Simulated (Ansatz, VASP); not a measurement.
# Two plane-wave programs on C

Contents of INCAR:

```
PREC = Accurate
ENCUT = 600
EDIFF = 1E-7
ISMEAR = 0
SIGMA = 0.02
LREAL = F
LASPH = T
NELM = 120
ALGO = Normal
ISIF = 3
LWAVE = F
LCHARG = F
GGA = PE
IBRION = 2
NSW = 100
EDIFFG = -0.002
GGA_COMPAT = F
NELMIN = 4
```

Contents of KPOINTS:

```
Automatic mesh
0
Gamma
  10 10 10
```

Contents of POSCAR:

```
C
1.0
    0.0000000000      1.7835000000      1.7835000000
    1.7835000000      0.0000000000      1.7835000000
    1.7835000000      1.7835000000      0.0000000000
C
2
Direct
    0.0000000000      0.0000000000      0.0000000000
    0.2500000000      0.2500000000      0.2500000000
```

Input for Ansatz:

```yaml
crystal:
  lattice:
    - [0.0, 1.7835, 1.7835]
    - [1.7835, 0.0, 1.7835]
    - [1.7835, 1.7835, 0.0]
  atoms:
    - { symbol: C, position: [0.0, 0.0, 0.0] }
    - { symbol: C, position: [0.25, 0.25, 0.25] }
basis:
  ecutwfc: 420
kpoints:
  mp_grid: { grid: [10, 10, 10] }
hamiltonian:
  xc: pbe
  pseudopotentials: { kind: paw, azcp: { folder: soft_1 } }
scf:
  occupations: { method: gaussian, width: 0.02 }
output:
  forces: true
  stress: true
  eigenvalues: true
relax:
  adjacent_minimum: "off"
  f_tol: 0.002
  max_steps: 80
  cell: { stress_tol: 0.02 }
```

Alike in both runs: task relaxation of cell and atoms; functional PBE; k mesh 10 × 10 × 10; occupations gaussian, width 0.02 eV; no spin polarisation.

|  | VASP | Ansatz |
| --- | --- | --- |
| version | VASP 6.6.1 | Ansatz 0.2.0 |
| potentials or method | VASP PAW PBE potentials, release 64 (C), cutoff 600 eV | scalar-relativistic, plane waves, PAW |
| valence electrons in the cell | 8 | 8 |

```tsv
	VASP	Ansatz	Ansatz less VASP
gap on the k mesh at the Fermi level, each at its own relaxed structure (eV)	4.16	4.17	+0.009
relaxed volume (Å³/atom)	5.69	5.70	0.000
relaxed cell length with the largest relative difference (Å)	2.525	2.526	0.0000
```
